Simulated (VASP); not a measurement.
## Be: single point with PBEsol

The system is Be.

```
Be
1.0
     2.35699    0.00000    0.00000
    -1.17849    2.04121    0.00000
     0.00000    0.00000    3.69092
Be
2
Direct
  0.33333 0.66667 0.25000
  0.66667 0.33333 0.75000
```

This cell differs from its parent crystal: strain +0.025 along x and y, +0.025 along z.

* Program: VASP 6.6.1
* Task: single point
* Functional: PBEsol
* Potentials or basis: VASP PAW PBE potentials, release 64 (Be)
* Cutoff: 520 eV
* k mesh: 24 × 24 × 14
* Occupations: gaussian, width 0.15 eV
* Spin: no spin polarisation
* Dipole correction: no
* Further INCAR settings: ALGO = Fast; EDIFF = 1e-06; NBANDS = 9

- Pressure: -12.3 GPa
- Band gap on the k mesh: zero (bands 2 and 3 overlap by 1.96 eV)

Stress tensor (GPa, compression positive):
```
-12.23   0.00   0.00
  0.00 -12.23   0.00
  0.00   0.00 -12.38
```

Levels at points of the mesh, in eV from the Fermi level:
```csv
k point,band 1,band 2,band 3,band 4,band 5,band 6,band 7
"(0.00, 0.00, 0.00)",-10.68,-3.98,0.88,14.53,14.53,17.18,17.18
"(0.50, 0.00, 0.00)",-4.60,-3.01,3.40,6.11,6.13,8.57,9.26
"(0.00, 0.00, 0.50)",-8.60,-8.60,9.97,9.97,16.05,16.05,16.05
"(0.50, 0.00, 0.50)",-3.28,-3.28,1.25,1.25,10.99,10.99,14.15
```

Wall time 25 s on 1 thread of Intel(R) Xeon(R) Platinum 8488C (Sapphire Rapids), with other jobs on the host, peak memory 0.17 GiB.

Caveat: the cell differs from its parent crystal (strain +0.025 along x and y, +0.025 along z); the cell stands under tension; the PAW data sets were made with another functional, which shifts forces and pressure a little.
